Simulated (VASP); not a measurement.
# Bi (Im-3m) in VASP: notebook, part 2 of 2

VASP 6.6.1. Earlier steps stand in the parts before.

## 4. Single point, PBEsol

This run uses another cell than the first one, of 27.93 Å³/atom, 0.979 times its volume.

INCAR

```
SYSTEM = Bi
  ALGO = Fast
  EDIFF = 1E-6
  ENCUT = 520
  GGA = PS
  ISIF = 2
  ISMEAR = -1
  LASPH = .True.
  LCHARG = .False.
  LREAL = .False.
  LWAVE = .False.
  NBANDS = 14
  NELM = 60
  PREC = Accurate
  SIGMA = 0.05
```

KPOINTS

```
k-points
0
Gamma
  9 9 9
  0 0 0
```

POSCAR

```
Bi
1.0
   -1.9112608105      1.9112608105      1.9112608105
    1.9112608105     -1.9112608105      1.9112608105
    1.9112608105      1.9112608105     -1.9112608105
Bi
1
Direct
    0.0000000000      0.0000000000      0.0000000000
```

Potentials or basis: VASP PAW PBE potentials, release 64 (Bi_d).

Started as:

```
> cat potpaw_PBE.64/Bi_d/POTCAR > POTCAR
> mpirun -np 1 vasp_std > vasp.out
```

OUTCAR:

```text
SYSTEM = Bi
   EDIFF = 1E-6
   ENCUT = 520
   GGA = PS
   ISIF = 2
   ISMEAR = -1
   LASPH = .True.
   LREAL = .False.
   NELM = 60
   PREC = Accurate

 ion  position               nearest neighbor table
   1  0.000  0.000  0.000-

  LATTYP: Found a body centered cubic cell.
 ALAT       =     3.8225216210

  Lattice vectors:

 A1 = (  -1.9112608105,   1.9112608105,   1.9112608105)
 A2 = (   1.9112608105,  -1.9112608105,   1.9112608105)
 A3 = (   1.9112608105,   1.9112608105,  -1.9112608105)

Analysis of symmetry for initial positions (statically):
=====================================================================
 Subroutine PRICEL returns:
 Original cell was already a primitive cell.

 Routine SETGRP: Setting up the symmetry group for a
 body centered cubic supercell.

 Subroutine GETGRP returns: Found 48 space group operations
[... 9 lines left out ...]

 Routine SETGRP: Setting up the symmetry group for a
 body centered cubic supercell.

 Subroutine GETGRP returns: Found 48 space group operations
[... 11 lines left out ...]
                                     Primitive cell

  volume of cell :      27.9267

  direct lattice vectors                    reciprocal lattice vectors
    -1.911260810  1.911260810  1.911260810     0.000000000  0.261607415  0.261607415
     1.911260810 -1.911260810  1.911260810     0.261607415  0.000000000  0.261607415
     1.911260810  1.911260810 -1.911260810     0.261607415  0.261607415  0.000000000

  length of vectors
     3.310400830  3.310400830  3.310400830     0.369968754  0.369968754  0.369968754

  position of ions in fractional coordinates (direct lattice)
     0.000000000  0.000000000  0.000000000

  ion indices of the primitive-cell ions
   primitive index   ion index
                 1           1

----------------------------------------------------------------------------------------

 KPOINTS: k-points

[... 86 lines left out ...]
     AMIX     =   0.40;   BMIX     =  1.00
     AMIX_MAG =   1.60;   BMIX_MAG =  1.00
  volume/ion in A,a.u.               =      27.93       188.46
  Fermi-wavevector in a.u.,A,eV,Ry     =   1.330757  2.514765 24.094736  1.770913
  Thomas-Fermi vector in A             =   2.459819
   LORBIT       =      0    0 simple, 1 ext, 2 COOP (PROOUT), +10 PAW based schemes
   GGA     = PS    functional components
   LHFCALC =     F    Hartree Fock is set to
   AEXX    =    0.0000 exact exchange contribution
   IVDW    =     0    specifies the selected vdW correction
   LEPSILON=     F    determine dielectric tensor
   LRPA    =     F    only Hartree local field effects (RPA)
 non-spin polarized calculation
 RMM-DIIS sequential band-by-band and
  energy-cutoff  :      520.00
  volume of cell :       27.93
 maximum number of plane-waves:       767
 NGX is ok and might be reduce to    28
   NGX = 13   NGY = 13   NGZ = 13

 number of electron      15.0000000 magnetization

 Free energy of the ion-electron system (eV)
  ---------------------------------------------------
  ext. energy  EPLUGINS =         0.00000000
  ---------------------------------------------------
  free energy    TOTEN  =        -4.20258682 eV

  energy without entropy =       -4.19757335  energy(sigma->0) =       -4.20008008

 E-fermi :   9.3150     XC(G=0): -10.9655

 val. band max:        9.0535260029   @ k =  -0.2222   0.2222   0.2222
 cond. band min:       9.3225947653   @ k =   0.3333   0.2222   0.1111
 fundamental gap:      0.2690687624
 Fermi energy:         9.3150247516

 k-point     1 :       0.0000    0.0000    0.0000
  band No.  band energies     occupation
      1     -13.8875      2.00000
      2     -13.8875      2.00000
      3     -13.8875      2.00000
      4     -13.7033      2.00000
      5     -13.7033      2.00000
      6      -5.1760      2.00000
      7      15.1099      0.00000
      8      15.1099      0.00000
      9      15.1099      0.00000
     10      19.6491      0.00000
     11      19.6491      0.00000
     12      19.6491      0.00000
     13      19.7639      0.00000
     14      21.5894      0.00000
[... 377 lines left out ...]
      1     -13.8765      2.00000
      2     -13.8301      2.00000
      3     -13.7632      2.00000
      4     -13.7119      2.00000
      5     -13.6047      2.00000
      6      -0.9718      2.00000
      7       4.2058      2.00000
      8       8.1861      2.00000
      9      12.1636      0.00000
     10      16.9433      0.00000
     11      18.4469      0.00000
     12      19.3943      0.00000
     13      21.1475      0.00000
     14      27.6898      0.00000

 [... further k-points ...]
[... 5 lines left out ...]
  --------------------------------------------------------------------------------------
  -------------------------------------------------------------------------------------
  Total        0.8585346      0.8585346      0.8585346      0.0000000      0.0000000      0.0000000
  in kB       49.2547981     49.2547981     49.2547981      0.0000000      0.0000000      0.0000000
  external PRESSURE =      49.2547981 kB  Pullay stress =       0.0000000 kB

 VOLUME and BASIS-vectors are now :
 -----------------------------------------------------------------------------
  energy-cutoff  :      520.00
  volume of cell :       27.93
      direct lattice vectors                 reciprocal lattice vectors
    -1.911260810  1.911260810  1.911260810     0.000000000  0.261607415  0.261607415
     1.911260810 -1.911260810  1.911260810     0.261607415  0.000000000  0.261607415
     1.911260810  1.911260810 -1.911260810     0.261607415  0.261607415  0.000000000

 POSITION                                       TOTAL-FORCE (eV/Angst)
 -----------------------------------------------------------------------------------
      0.00000      0.00000      0.00000        -0.000000      0.000000     -0.000000
 -----------------------------------------------------------------------------------
    total drift:                               -0.000000     -0.000000     -0.000000

  FREE ENERGIE OF THE ION-ELECTRON SYSTEM (eV)
  ---------------------------------------------------
  free  energy   TOTEN  =        -4.2025868199 eV

  energy  without entropy=       -4.1975733451  energy(sigma->0) =       -4.20008008
```

OSZICAR:

```text
N       E                     dE             d eps       ncg     rms          rms(c)
DAV:   1     0.116909548392E+03    0.11691E+03   -0.76074E+03   992   0.127E+03
DAV:   2     0.272831987617E+01   -0.11418E+03   -0.11021E+03  1076   0.354E+02
DAV:   3    -0.405376797637E+01   -0.67821E+01   -0.67604E+01  1166   0.816E+01
DAV:   4    -0.420582547701E+01   -0.15206E+00   -0.15203E+00  1212   0.128E+01
DAV:   5    -0.421236993616E+01   -0.65445E-02   -0.65443E-02  1422   0.249E+00    0.526E-01
RMM:   6    -0.420478632038E+01    0.75836E-02   -0.76998E-03  1209   0.107E+00    0.289E-01
RMM:   7    -0.420256267282E+01    0.22236E-02   -0.60125E-03  1203   0.821E-01    0.764E-02
RMM:   8    -0.420256004203E+01    0.26308E-05   -0.11431E-03  1398   0.395E-01    0.932E-03
RMM:   9    -0.420258451703E+01   -0.24475E-04   -0.25051E-04  1591   0.142E-01    0.883E-03
RMM:  10    -0.420258674588E+01   -0.22289E-05   -0.40856E-05  1354   0.898E-02    0.481E-03
RMM:  11    -0.420258636448E+01    0.38140E-06   -0.19464E-05  1485   0.448E-02    0.120E-03
RMM:  12    -0.420258681990E+01   -0.45542E-06   -0.51819E-06  1024   0.208E-02
   1 F= -.42025868E+01 E0= -.42000801E+01  d E =-.501347E-02
```

Run time: 34 s. Hardware: 1 thread of Intel Xeon 8259CL, shared host; peak memory 0.16 GiB.

Results:

```
Free energy : -4.2026 eV
Pressure    : 4.9 GPa
```

Caveat: the PAW data sets were made with another functional, which shifts forces and pressure a little; spin-orbit coupling is left out, which moves the levels of the heavy elements.

## 5. The runs side by side

```csv
level,cell,gap on the mesh (eV),pressure (GPa)
PBEsol+D3(BJ),"a = 3.334 Å, angles 109.5°, 1 atom",none,-0.1
PBEsol+D3(BJ),"a = 3.340 Å, angles 109.5°, 1 atom",none,-0.4
PBEsol,"a = 3.310 Å, angles 109.5°, 1 atom",none,4.9
```

Alike in all rows: task single point; potentials or basis VASP PAW PBE potentials, release 64 (Bi_d); no spin polarisation; k mesh 9 × 9 × 9; cutoff (eV) 520; smearing fermi-dirac 0.05 eV.

Caveats: the PAW data sets were made with another functional, which shifts forces and pressure a little; spin-orbit coupling is left out, which moves the levels of the heavy elements; pairwise dispersion overbinds metals, which lowers pressure and volume (some runs); three body term missing (some runs).

Total energies depend on the potentials used, so only differences within one code and one set of settings carry meaning.
